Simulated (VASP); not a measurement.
Wanted: the native input for a VASP 6.6.1 run.

| Property | Result |
| --- | --- |
| Task | single point |
| Functional | PBEsol |
| Potentials or basis | VASP PAW PBE potentials, release 64 (Sr_sv) |
| Cutoff | 520 eV |
| k mesh | 8 × 8 × 8 |
| Occupations | gaussian, width 0.1 eV |
| Spin | no spin polarisation |
| Dipole correction | no |
| Further INCAR settings | ALGO = Fast; EDIFF = 1e-07; NBANDS = 11 |

The structure of Sr lies in POSCAR:

```
Sr
1.0
    4.2175437200      0.0000000000      0.0000000000
   -1.4058479064      3.9763383526      0.0000000000
   -1.4058479064     -1.9881691756      3.4436100278
Sr
1
Direct
    0.0000000000      0.0000000000      0.0000000000
```

The input as run:

INCAR

```
ALGO     = Fast           # electronic algorithm
EDIFF    = 1E-7           # SCF threshold, eV
ENCUT    = 520            # plane-wave cutoff, eV
GGA      = PS             # functional
ISIF     = 2              # what is computed and relaxed
ISMEAR   = 0              # smearing method
LASPH    = T              # aspherical terms in the spheres
LCHARG   = F              # write CHGCAR
LREAL    = F              # projectors in reciprocal space
LWAVE    = F              # write WAVECAR
NBANDS   = 11             # bands
NELM     = 80             # most SCF steps
PREC     = Accurate       # precision mode
SIGMA    = 0.1            # smearing width, eV
```

KPOINTS

```
k-points
0
Gamma
  8 8 8
```

Potentials or basis: VASP PAW PBE potentials, release 64 (Sr_sv).

Launch:

```bash
$ cat potpaw_PBE.64/Sr_sv/POTCAR > POTCAR
$ mpirun -np 1 vasp_std > vasp.out
```

Results of the run:

```yaml
Pressure: -1.3 GPa
Band_gap_on_the_k_mesh: zero (band 5 reaches 1.67 eV, above the bottom of band 6 at 1.27 eV)
```

Caveat: the PAW data sets were made with another functional, which shifts forces and pressure a little.

Run time: 12 s on 1 thread of Intel(R) Xeon(R) Platinum 8375C CPU @ 2.90GHz (Ice Lake), on a shared host, peak memory 0.17 GiB.
